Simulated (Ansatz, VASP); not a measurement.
# SnTe in VASP and in Ansatz

```
CELL_PARAMETERS angstrom
0.09408 3.58398 3.58398
3.58398 0.09408 3.58398
3.67806 3.67806 0.00000
ATOMIC_POSITIONS crystal
Sn 0.00528 0.00528 0.99472
Te 0.24472 0.24472 0.25528
```

Change from the starting cell: shear_xy strain +5.2%.

Alike in both runs: task single point; functional HSE06; k mesh 4 × 4 × 4; occupations fermi-dirac, width 0.02 eV; no spin polarisation.

```csv
,VASP,Ansatz
version,VASP 6.6.1,Ansatz 0.2.0
potentials or method,"VASP PAW PBE potentials, release 64 (Sn_d, Te)","plane waves, PAW"
plane-wave cutoff (eV),520,420
valence electrons in the cell,20,30
```

```tsv
	VASP	Ansatz	Ansatz less VASP
pressure (GPa)	-0.2	-0.1	+0.14
traceless stress, the component that is largest in VASP (GPa)	0.56	0.58	+0.019
rms of the force components (eV/Å)	0.021	0.022	+0.0006
```

Atom by atom the forces differ by 0.001 eV/Å (rms over components). VASP's potentials hold 20 valence electrons a cell and Ansatz's 30, so a difference there can come from the potentials and not from the codes. Ansatz's warnings: stress exchange threshold loose, stress scf threshold loose.

Neither program's run includes spin-orbit coupling.
